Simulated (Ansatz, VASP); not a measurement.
One calculation of Ga3B2As, two programs

INCAR

```
  PREC = Accurate
  ENCUT = 600
  EDIFF = 1E-7
  ISMEAR = 0
  SIGMA = 0.1
  LREAL = False
  LASPH = True
  NELM = 80
  ALGO = Normal
  ISIF = 3
  LWAVE = False
  LCHARG = False
  GGA = PE
  IBRION = 2
  NSW = 100
  EDIFFG = -0.01
```

The input KPOINTS:

```
regular mesh
0
Gamma
  12 12 6
```

File POSCAR:

```
Ga3B2As
1.0
    3.2189702601      0.0000000000      0.0000000000
    0.0000000000      3.2189702601      0.0000000000
    0.0000000000      0.0000000000      8.6180079301
Ga B As
3 2 1
Direct
    0.5000000000      0.5000000000      0.1998397093
    0.5000000000      0.5000000000      0.5000000000
    0.5000000000      0.5000000000      0.8001602907
    0.0000000000      0.0000000000      0.4057136094
    0.0000000000      0.0000000000      0.5942863906
    0.0000000000      0.0000000000      0.0000000000
```

Input for Ansatz:

```yaml
crystal:
  lattice:
    - [3.2189702601, 0.0, 0.0]
    - [0.0, 3.2189702601, 0.0]
    - [0.0, 0.0, 8.6180079301]
  atoms:
    - { symbol: Ga, position: [0.5, 0.5, 0.1998397093] }
    - { symbol: Ga, position: [0.5, 0.5, 0.5] }
    - { symbol: Ga, position: [0.5, 0.5, 0.8001602907] }
    - { symbol: B, position: [0.0, 0.0, 0.4057136094] }
    - { symbol: B, position: [0.0, 0.0, 0.5942863906] }
    - { symbol: As, position: [0.0, 0.0, 0.0] }
basis:
  ecutwfc: 420
kpoints:
  mp_grid: { grid: [12, 12, 6] }
hamiltonian:
  xc: pbe
scf:
  occupations: { method: gaussian, width: 0.1 }
output:
  forces: true
  stress: true
  eigenvalues: true
  write_density: true
  write_potential: true
  elf: true
  volumetric_format: npy
relax:
  adjacent_minimum: "off"
  f_tol: 0.01
  max_steps: 80
  cell: { stress_tol: 0.05 }
```

Change from the starting cell: species swapped into the Pr3MgAl2 type (P4/mmm, No. 123).

Alike in both runs: task relaxation of cell and atoms; functional PBE; k mesh 12 × 12 × 6; occupations gaussian, width 0.1 eV; no spin polarisation.

|  | VASP | Ansatz |
| --- | --- | --- |
| version | VASP 6.6.1 | Ansatz 0.2.0 |
| potentials or method | VASP PAW PBE potentials, release 64 (Ga_d, B, As), cutoff 600 eV | scalar-relativistic, plane waves, PAW |
| valence electrons in the cell | 50 | 60 |

```tsv
	VASP	Ansatz	Ansatz less VASP
gap on the k mesh at the Fermi level, each at its own relaxed structure (eV)	none	none	-
relaxed volume (Å³/atom)	14.89	14.88	-0.009
relaxed length of the cell vector where the two differ most in proportion (Å)	3.160	3.159	-0.0015
```

A gap of «none» marks a metal or a gap that the smearing closes. VASP's potentials hold 50 valence electrons a cell and Ansatz's 60, so a difference there can come from the potentials and not from the codes.
